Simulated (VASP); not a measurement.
Write the native input for VASP 6.6.1 that does the following.

| Property | Result |
| --- | --- |
| Task | single point |
| Functional | PBEsol |
| Potentials or basis | VASP PAW PBE potentials, release 64 (Dy) |
| Cutoff | 520 eV |
| k mesh | 9 × 9 × 5 |
| Occupations | fermi-dirac, width 0.05 eV |
| Spin | collinear spin, ferromagnetic start |
| Starting moments | [5.0, 5.0] μB |
| Dipole correction | no |
| Further INCAR settings | ALGO = Normal; EDIFF = 1e-07; NBANDS = 31 |

The structure of Dy lies in POSCAR:

```
Dy
1.0
    3.5903000000      0.0000000000      0.0000000000
   -1.7951500000      3.1092910072      0.0000000000
    0.0000000000      0.0000000000      5.6475000000
Dy
2
Direct
    0.6666666667      0.3333333333      0.7500000000
    0.3333333333      0.6666666667      0.2500000000
```

The input as run:

INCAR

```
PREC = Accurate
ENCUT = 520
EDIFF = 1E-7
ISMEAR = -1
SIGMA = 0.05
LREAL = False
LASPH = True
NELM = 150
ALGO = Normal
ISIF = 2
LWAVE = False
LCHARG = False
ISPIN = 2
MAGMOM = 5 5
LORBIT = 11
LMAXMIX = 6
GGA = PS
NBANDS = 31
```

KPOINTS

```
regular mesh
0
Gamma
  9 9 5
```

Potentials or basis: VASP PAW PBE potentials, release 64 (Dy).

Command:

```console
$ cat potpaw_PBE.64/Dy/POTCAR > POTCAR
$ mpirun -np 1 vasp_std > vasp.out
```

It gave:

The pressure is -0.9 GPa, the net moment is 9.51 μB per cell and the site moments are Dy +4.62 μB. The valence electrons inside the program's atomic spheres are Dy 17.74.

Caveat: the magnetic or orbital state may not be the lowest; the PAW data sets were made with another functional, which shifts forces and pressure a little.

Run time: 8.8 min on 1 thread of Intel(R) Xeon(R) Platinum 8259CL CPU @ 2.50GHz (Skylake/Cascade Lake) (shared host), peak memory 0.28 GiB.
